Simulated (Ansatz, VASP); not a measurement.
Two plane-wave programs on GaP

The input INCAR:

```
ALGO = Normal ; EDIFF = 1E-7
ENCUT = 520 ; GGA = PE
ISIF = 2 ; ISMEAR = 0
LASPH = T ; LCHARG = F
LREAL = F ; LWAVE = F
NBANDS = 26 ; NELM = 100
PREC = Accurate ; SIGMA = 0.05
```

KPOINTS

```
k-points
0
Gamma
  9 9 9
```

POSCAR

```
GaP
1.0
    1.8658783245      1.0772653529      6.9740312177
   -1.8658783245      1.0772653529      6.9740312177
    0.0000000000     -2.1545307059      6.9740312176
Ga P
2 2
Direct
    0.4355841032      0.4355841032      0.4355841032
    0.5644158968      0.5644158968      0.5644158968
    0.0575077006      0.0575077006      0.0575077006
    0.9424922994      0.9424922994      0.9424922994
```

Input for Ansatz:

```yaml
crystal:
  lattice:
    - [1.8658783245, 1.0772653529, 6.9740312177]
    - [-1.8658783245, 1.0772653529, 6.9740312177]
    - [0.0, -2.1545307059, 6.9740312176]
  atoms:
    - { symbol: Ga, position: [0.4355841032, 0.4355841032, 0.4355841032] }
    - { symbol: Ga, position: [0.5644158968, 0.5644158968, 0.5644158968] }
    - { symbol: P, position: [0.0575077006, 0.0575077006, 0.0575077006] }
    - { symbol: P, position: [0.9424922994, 0.9424922994, 0.9424922994] }
basis:
  ecutwfc: 420
kpoints:
  mp_grid: { grid: [9, 9, 9] }
hamiltonian:
  xc: pbe
  pseudopotentials: { kind: paw, azcp: { folder: soft_1 } }
scf:
  occupations: { method: gaussian, width: 0.05 }
output:
  forces: true
  stress: true
  eigenvalues: true
```

Alike in both runs: task single point; functional PBE; k mesh 9 × 9 × 9; occupations gaussian, width 0.05 eV; no spin polarisation.

|  | VASP | Ansatz |
| --- | --- | --- |
| version | VASP 6.6.1 | Ansatz 0.2.0 |
| potentials or method | VASP PAW PBE potentials, release 64 (Ga_d, P), cutoff 520 eV | scalar-relativistic, plane waves, PAW |
| valence electrons in the cell | 36 | 36 |

|  | VASP | Ansatz | Ansatz less VASP |
| --- | --- | --- | --- |
| gap on the k mesh at the Fermi level (eV) | none | none | - |
| pressure (GPa) | 0.7 | 0.7 | +0.05 |
| traceless stress, the component that is largest in VASP (GPa) | -12.62 | -12.59 | +0.025 |
| rms of the force components (eV/Å) | 0.385 | 0.380 | -0.0049 |

Atom by atom the forces differ by 0.007 eV/Å (rms over components). A gap of «none» marks a metal or a gap that the smearing closes.
